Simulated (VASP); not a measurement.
Input of a VASP 6.6.1 run:

Contents of INCAR:

```
SYSTEM = ZnSe
PREC = Accurate
ENCUT = 520
EDIFF = 1E-7
ISMEAR = 0
SIGMA = 0.05
LREAL = .False.
LASPH = .True.
NELM = 60
ALGO = Normal
ISIF = 2
LWAVE = .False.
LCHARG = .False.
NBANDS = 26
```

File KPOINTS:

```
Automatic mesh
0
Gamma
  8 8 6
  0 0 0
```

POSCAR

```
ZnSe
1.0
    3.9827722569      0.0000000000      0.0000000000
    0.0000000000      3.9827722569      0.0000000000
    0.0000000000      0.0000000000      5.2564395555
Zn Se
2 2
Direct
    0.0000000000      0.0000000000      0.0000000000
    0.5000000000      0.5000000000      0.0000000000
    0.0000000000      0.5000000000      0.3361676647
    0.5000000000      0.0000000000      0.6638323353
```

Potentials or basis: VASP PAW LDA potentials, release 64 (Zn, Se).

The run is started by

```bash
$ cat potpaw_LDA.64/Zn/POTCAR potpaw_LDA.64/Se/POTCAR > POTCAR
$ mpirun -np 1 vasp_std > vasp.out
```

**Question.** Predict the pressure.

**Answer.** -7.7 GPa.

**Question.** What does it give for the largest force?

**Answer.** 2.514 eV/Å.

**Question.** What does it give for the band gap on the k mesh?

**Answer.** 0.34 eV.

Stress tensor (GPa, compression positive):
```
 -4.81   0.00   0.00
  0.00  -4.81   0.00
  0.00   0.00 -13.43
```

Caveat: the cell differs from its parent crystal (atoms shifted along a free coordinate); the stress differs along the axes, from -13 to -5 GPa; semilocal functionals underestimate gaps, and a narrow one can read as zero; forces of over 1 eV/Å act on the atoms, so gaps and moduli don't describe the material at rest. A k mesh can miss the band edges.
